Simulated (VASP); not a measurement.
# Ge (Fm-3m) in VASP: notebook, part 2 of 2

VASP 6.6.1.

### 4 Single point, LDA (volume scaled by 1.08)

INCAR reads:

```
  PREC = Accurate
  ENCUT = 520
  EDIFF = 1E-7
  ISMEAR = -1
  SIGMA = 0.1
  LREAL = F
  LASPH = T
  NELM = 80
  ALGO = Normal
  ISIF = 2
  LWAVE = F
  LCHARG = T
  LELF = T
  LVHAR = T
  NBANDS = 13
```

KPOINTS reads:

```
regular mesh
0
Gamma
  15 15 15
```

POSCAR reads:

```
Ge
1.0
    0.0000000000      2.1385391663      2.1385391663
    2.1385391663      0.0000000000      2.1385391663
    2.1385391663      2.1385391663      0.0000000000
Ge
1
Direct
    0.0000000000      0.0000000000      0.0000000000
```

Potentials or basis: VASP PAW LDA potentials, release 64 (Ge_d).

The run is started by

```
cat potpaw_LDA.64/Ge_d/POTCAR > POTCAR
mpirun -np 1 vasp_std > vasp.out
```

OUTCAR:

```text
PREC = Accurate
   ENCUT = 520
   EDIFF = 1E-7
   ISMEAR = -1
   LREAL = F
   LASPH = T
   NELM = 80
   ISIF = 2

 ion  position               nearest neighbor table
   1  0.000  0.000  0.000-

  LATTYP: Found a face centered cubic cell.
 ALAT       =     4.2770783326

  Lattice vectors:

 A1 = (   0.0000000000,   2.1385391663,   2.1385391663)
 A2 = (   2.1385391663,   0.0000000000,   2.1385391663)
 A3 = (   2.1385391663,   2.1385391663,   0.0000000000)

Analysis of symmetry for initial positions (statically):
=====================================================================
 Subroutine PRICEL returns:
 Original cell was already a primitive cell.

 Routine SETGRP: Setting up the symmetry group for a
 face centered cubic supercell.

 Subroutine GETGRP returns: Found 48 space group operations
 (whereof 48 operations were pure point group operations)
 out of a pool of 48 trial point group operations.

The static configuration has the point symmetry O_h .

Analysis of symmetry for dynamics (positions and initial velocities):
=====================================================================
 Subroutine PRICEL returns:
 Original cell was already a primitive cell.

 Routine SETGRP: Setting up the symmetry group for a
 face centered cubic supercell.

 Subroutine GETGRP returns: Found 48 space group operations
 (whereof 48 operations were pure point group operations)
 out of a pool of 48 trial point group operations.

The dynamic configuration has the point symmetry O_h .

 Subroutine INISYM returns: Found 48 space group operations
 (whereof 48 operations are pure point group operations),
 and found     1 'primitive' translations

----------------------------------------------------------------------------------------

                                     Primitive cell

  volume of cell :      19.5606

  direct lattice vectors                    reciprocal lattice vectors
     0.000000000  2.138539166  2.138539166    -0.233804462  0.233804462  0.233804462
     2.138539166  0.000000000  2.138539166     0.233804462 -0.233804462  0.233804462
     2.138539166  2.138539166  0.000000000     0.233804462  0.233804462 -0.233804462

  length of vectors
     3.024351093  3.024351093  3.024351093     0.404961208  0.404961208  0.404961208

  position of ions in fractional coordinates (direct lattice)
     0.000000000  0.000000000  0.000000000

  ion indices of the primitive-cell ions
   primitive index   ion index
                 1           1

----------------------------------------------------------------------------------------

 KPOINTS: regular mesh

Automatic generation of k-mesh.
 Grid dimensions read from file:
 generate k-points for:   15   15   15

 Generating k-lattice:

  Cartesian coordinates                     Fractional coordinates (reciprocal lattice)
    -0.015586964  0.015586964  0.015586964     0.066666667  0.000000000  0.000000000
     0.015586964 -0.015586964  0.015586964     0.000000000  0.066666667  0.000000000
     0.015586964  0.015586964 -0.015586964     0.000000000  0.000000000  0.066666667

  Length of vectors
     0.026997414  0.026997414  0.026997414

  Shift w.r.t. Gamma in fractional coordinates (k-lattice)
     0.000000000  0.000000000  0.000000000

 Subroutine IBZKPT returns following result:
 ===========================================

 Found    120 irreducible k-points:

 Following reciprocal coordinates:
            Coordinates               Weight
  0.000000  0.000000  0.000000      1.000000
  0.066667  0.000000  0.000000      8.000000
  0.133333  0.000000  0.000000      8.000000
  0.200000  0.000000  0.000000      8.000000
  0.266667  0.000000  0.000000      8.000000
  0.333333  0.000000  0.000000      8.000000
[... 16 lines left out ...]
  0.133333  0.133333  0.000000      6.000000
  0.200000  0.133333  0.000000     24.000000
 [... further k-points ...]
   k-points           NKPTS =    120   k-points in BZ     NKDIM =    120   number of bands    NBANDS=     13
   number of dos      NEDOS =    301   number of ions     NIONS =      1
   total plane-waves  NPLWV =  13824
   dimension x,y,z NGX =    24 NGY =   24 NGZ =   24
   dimension x,y,z NGXF=    48 NGYF=   48 NGZF=   48
   ions per type =               1
   NGX,Y,Z   is equivalent  to a cutoff of  13.19, 13.19, 13.19 a.u.
   NGXF,Y,Z  is equivalent  to a cutoff of  26.39, 26.39, 26.39 a.u.
 SYSTEM =  unknown system
   PREC   = accura    normal or accurate (medium, high low for compatibility)
   ISTART =      0    job   : 0-new  1-cont  2-samecut
   ICHARG =      2    charge: 1-file 2-atom 10-const
   ISPIN  =      1    spin polarized calculation?
   LNONCOLLINEAR =      F non collinear calculations
   LSORBIT =      F    spin-orbit coupling
   LASPH  =      T    aspherical Exc in radial PAW
   ENCUT  =  520.0 eV  38.22 Ry    6.18 a.u.   5.62  5.62  5.62*2*pi/ulx,y,z
   NELM   =     80;   NELMIN=  2; NELMDL= -5     # of ELM steps
   EDIFF  = 0.1E-06   stopping-criterion for ELM
   LREAL  =      F    real-space projection
   EDIFFG = 0.1E-05   stopping-criterion for IOM
   NSW    =      0    number of steps for IOM
   IBRION =     -1    ionic relax: 0-MD 1-quasi-New 2-CG
   NFREE  =      0    steps in history (QN), initial steepest desc. (CG)
   ISIF   =      2    stress and relaxation
   ISYM   =      2    0-nonsym 1-usesym 2-fastsym
   POTIM  = 0.5000    time-step for ionic-motion
   TEBEG  =    0.0;   TEEND  =   0.0 temperature during run
   PSTRESS=    0.0 pullay stress
   NELECT =      14.0000    total number of electrons
   NUPDOWN=      -1.0000    fix difference up-down
   EMIN   =  10.00;   EMAX   =-10.00  energy-range for DOS
   EFERMI =   0.00;   METHOD = LEGACY
   ISMEAR =    -1;   SIGMA  =   0.10  broadening in eV -4-tet -1-fermi 0-gaus
   EFERMI_NEDOS =   21; number of points for ismear=-14 and -15
   IALGO  =     38    algorithm
   IMIX   =      4    mixing-type and parameters
     AMIX     =   0.40;   BMIX     =  1.00
     AMIX_MAG =   1.60;   BMIX_MAG =  1.00
  volume/ion in A,a.u.               =      19.56       132.00
  Fermi-wavevector in a.u.,A,eV,Ry     =   1.464391  2.767297 29.176880  2.144440
  Thomas-Fermi vector in A             =   2.580372
   LORBIT       =      0    0 simple, 1 ext, 2 COOP (PROOUT), +10 PAW based schemes
   GGA     = CA    functional components
   LHFCALC =     F    Hartree Fock is set to
   AEXX    =    0.0000 exact exchange contribution
   IVDW    =     0    specifies the selected vdW correction
   LEPSILON=     F    determine dielectric tensor
   LRPA    =     F    only Hartree local field effects (RPA)
 non-spin polarized calculation
  energy-cutoff  :      520.00
  volume of cell :       19.56
 maximum number of plane-waves:       536
   NGX = 11   NGY = 11   NGZ = 11

 number of electron      14.0000013 magnetization

 Free energy of the ion-electron system (eV)
  ---------------------------------------------------
  ext. energy  EPLUGINS =         0.00000000
  ---------------------------------------------------
  free energy    TOTEN  =        -4.86877663 eV

  energy without entropy =       -4.85491517  energy(sigma->0) =       -4.86184590

 E-fermi :   6.2423     XC(G=0): -11.3926

 val. band max:        6.0767961665   @ k =   0.4000   0.2667   0.0000
 cond. band min:       6.2585942693   @ k =   0.3333   0.1333   0.0000
 fundamental gap:      0.1817981028
 Fermi energy:         6.2423095005

 k-point     1 :       0.0000    0.0000    0.0000
  band No.  band energies     occupation
      1     -18.6488      2.00000
      2     -18.6488      2.00000
      3     -18.6488      2.00000
      4     -18.6045      2.00000
      5     -18.6045      2.00000
      6      -6.7377      2.00000
      7      14.6533      0.00000
      8      14.6533      0.00000
      9      14.6533      0.00000
     10      20.0448      0.00000
     11      20.0448      0.00000
     12      20.0448      0.00000
     13      21.2116      0.00000
[... 353 lines left out ...]
 k-point    24 :       0.2000    0.1333    0.0000
  band No.  band energies     occupation
      1     -18.6597      2.00000
      2     -18.6271      2.00000
      3     -18.6261      2.00000
      4     -18.6154      2.00000
      5     -18.5937      2.00000
      6      -5.7719      2.00000
      7      10.7780      0.00000
      8      12.2064      0.00000
      9      12.8417      0.00000
     10      16.8255      0.00000
     11      18.9543      0.00000
     12      23.0220      0.00000
     13      23.6042      0.00000

 [... further k-points ...]

------------------------ aborting loop because EDIFF is reached ----------------------------------------

  FORCE on cell =-STRESS in cart. coord.  units (eV):
  Direction    XX          YY          ZZ          XY          YZ          ZX
  --------------------------------------------------------------------------------------
  -------------------------------------------------------------------------------------
  Total       -0.5722588     -0.5722588     -0.5722588     -0.0000000     -0.0000000     -0.0000000
  in kB      -46.8728584    -46.8728584    -46.8728584     -0.0000000     -0.0000000     -0.0000000
  external PRESSURE =     -46.8728584 kB  Pullay stress =       0.0000000 kB

 VOLUME and BASIS-vectors are now :
 -----------------------------------------------------------------------------
  energy-cutoff  :      520.00
  volume of cell :       19.56
      direct lattice vectors                 reciprocal lattice vectors
     0.000000000  2.138539166  2.138539166    -0.233804462  0.233804462  0.233804462
     2.138539166  0.000000000  2.138539166     0.233804462 -0.233804462  0.233804462
     2.138539166  2.138539166  0.000000000     0.233804462  0.233804462 -0.233804462

 POSITION                                       TOTAL-FORCE (eV/Angst)
 -----------------------------------------------------------------------------------
      0.00000      0.00000      0.00000        -0.000000     -0.000000     -0.000000
 -----------------------------------------------------------------------------------
    total drift:                               -0.000000      0.000000     -0.000000

  FREE ENERGIE OF THE ION-ELECTRON SYSTEM (eV)
  ---------------------------------------------------
  free  energy   TOTEN  =        -4.8687766320 eV

  energy  without entropy=       -4.8549151708  energy(sigma->0) =       -4.86184590
```

OSZICAR:

```text
N       E                     dE             d eps       ncg     rms          rms(c)
DAV:   1     0.627327340582E+02    0.62733E+02   -0.71846E+03  3398   0.287E+03
DAV:   2     0.927123341630E+00   -0.61806E+02   -0.59018E+02  3335   0.415E+02
DAV:   3    -0.480328328838E+01   -0.57304E+01   -0.56946E+01  3565   0.722E+01
DAV:   4    -0.488305166117E+01   -0.79768E-01   -0.79756E-01  3685   0.929E+00
DAV:   5    -0.488384608411E+01   -0.79442E-03   -0.79442E-03  3680   0.102E+00    0.107E+00
DAV:   6    -0.487319203822E+01    0.10654E-01   -0.71419E-03  3950   0.166E+00    0.580E-01
DAV:   7    -0.486894700383E+01    0.42450E-02   -0.45447E-03  3915   0.945E-01    0.593E-02
DAV:   8    -0.486877592348E+01    0.17108E-03   -0.34748E-04  3785   0.428E-01    0.208E-02
DAV:   9    -0.486877663760E+01   -0.71411E-06   -0.38619E-06  3570   0.177E-02    0.374E-03
DAV:  10    -0.486877663196E+01    0.56361E-08   -0.12464E-07  2884   0.760E-03
   1 F= -.48687766E+01 E0= -.48618459E+01  d E =-.138615E-01
```

Wall time 11 s (1 thread of Intel Xeon 6975P-C, shared host); peak memory 0.14 GiB.

What came out:

```yaml
Free_energy: -4.8688 eV
Pressure: -4.7 GPa
Band_gap_on_the_k_mesh: zero (band 7 reaches 14.65 eV, above the bottom of band 8 at 3.95 eV)
```

### 5 Summary

| cell | gap on the mesh (eV) | pressure (GPa) |
| --- | --- | --- |
| a = 2.948 Å, angles 60.0°, 1 atom | none | 0.5 |
| a = 2.987 Å, angles 60.0°, 1 atom | none | -2.2 |
| a = 3.024 Å, angles 60.0°, 1 atom | none | -4.7 |

Alike in all rows: task single point; level LDA; potentials or basis VASP PAW LDA potentials, release 64 (Ge_d); no spin polarisation; k mesh 15 × 15 × 15; cutoff (eV) 520; smearing fermi-dirac 0.1 eV.

Absolute energies hang on the potentials; compare differences alone.
